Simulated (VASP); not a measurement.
A run of VASP 6.6.1 is set up as follows.

File INCAR:

```
  PREC = Accurate
  ENCUT = 520
  EDIFF = 1E-8
  ISMEAR = -1
  SIGMA = 0.08
  LREAL = F
  LASPH = T
  NELM = 100
  ALGO = Normal
  ISIF = 2
  LWAVE = F
  LCHARG = F
  GGA = PS
  LEFG = T
  NBANDS = 19
```

File KPOINTS:

```
Automatic mesh
0
Gamma
  13 13 7
```

POSCAR

```
Zr
1.0
    3.2745293923      0.0000000000      0.0000000000
   -1.6372646961      2.8358256391      0.0000000000
    0.0000000000      0.0000000000      5.2147314515
Zr
2
Direct
    0.3333333333      0.6666666667      0.2500000000
    0.6666666667      0.3333333333      0.7500000000
```

Potentials or basis: VASP PAW PBE potentials, release 64 (Zr_sv).

Run with:

```bash
$ cat potpaw_PBE.64/Zr_sv/POTCAR > POTCAR
$ mpirun -np 1 vasp_std > vasp.out
```

Question: What does it give for the band gap on the k mesh?

Answer: Zero (bands 12 and 13 overlap by 1.09 eV).

Question: What does it give for the pressure?

Answer: -6.5 GPa.

Stress tensor (GPa, compression positive):
```
-6.59  0.00  0.00
 0.00 -6.59  0.00
 0.00  0.00 -6.22
```

Caveat: the cell stands under tension; without QUAD_EFG the Cq values of the log hold for a quadrupole moment of 1 mb, not for the nuclei; the PAW data sets were made with another functional, which shifts forces and pressure a little.
